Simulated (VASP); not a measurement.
Runs of VASP 6.6.1 on Ir. The structure is that of space group Fm-3m (No. 225), or close to it. The cells are those of the table. 

| task | potentials or basis | cell | cutoff (eV) | second run | k mesh for the DOS | occupations for the DOS | gap on the mesh (eV) | pressure (GPa) |
| --- | --- | --- | --- | --- | --- | --- | --- | --- |
| single point | VASP PAW PBE potentials, release 64 (Ir) | a = 2.688, b = 2.688, c = 2.715 Å, angles 59.7, 59.7, 60.7°, 1 atom | 520 | - | - | - | none | 6.5 |
| single point | VASP PAW PBE potentials, release 64 (Ir) | a = 2.697 Å, angles 60.0°, 1 atom | 520 | - | - | - | none | (b) |
| electric field gradients | VASP PAW PBE potentials, release 64 (Ir) | a = 2.659 Å, angles 60.0°, 1 atom | 520 | - | - | - | none | (a) |
| single point | VASP PAW PBE potentials, release 64 (Ir) | a = 2.733 Å, angles 60.0°, 1 atom | 520 | - | - | - | none | -8.9 |
| single point | VASP PAW PBE potentials, release 64 (Ir) | a = 2.678 Å, angles 60.0°, 1 atom | 520 | - | - | - | none | (d) |
| single point | VASP PAW PBE potentials, release 64 (Ir) | a = 2.706 Å, angles 60.0°, 1 atom | 520 | - | - | - | none | 2.2 |
| electric field gradients | VASP PAW PBE potentials, release 64 (Ir) | a = 2.742, b = 2.742, c = 2.715 Å, angles 60.3, 60.3, 59.3°, 1 atom | 520 | - | - | - | none | -8.8 |
| single point | VASP PAW PBE potentials, release 64 (Ir) | a = 2.724 Å, angles 60.0°, 1 atom | 520 | - | - | - | none | -5.4 |
| electric field gradients | VASP PAW PBE potentials, release 64 (Ir_sv_GW) | a = 2.715 Å, angles 60.0°, 1 atom | 420 | valence_matched | - | - | none | -5.0 |
| electric field gradients | VASP PAW PBE potentials, release 64 (Ir) | a = 2.751 Å, angles 60.0°, 1 atom | 520 | - | - | - | none | -15.2 |
| electric field gradients | VASP PAW PBE potentials, release 64 (Ir) | a = 2.715 Å, angles 60.0°, 1 atom | 520 | - | - | - | none | (c) |

Alike in all rows: level PBEsol; no spin polarisation; k mesh 18 × 18 × 18; smearing fermi-dirac 0.05 eV.

Problem. Estimate the missing entries.

Solution. (a) 25.8; (b) 6.4; (c) -1.7; (d) 15.5.

Caveats: the PAW data sets were made with another functional, which shifts forces and pressure a little; spin-orbit coupling is left out, which moves the levels of the heavy elements.

A k mesh can miss the band edges, and the runs leave out spin-orbit coupling on Ir.

A gap of «none» marks levels without a gap at the run's occupations.

The runs don't all hold the same shells in valence.
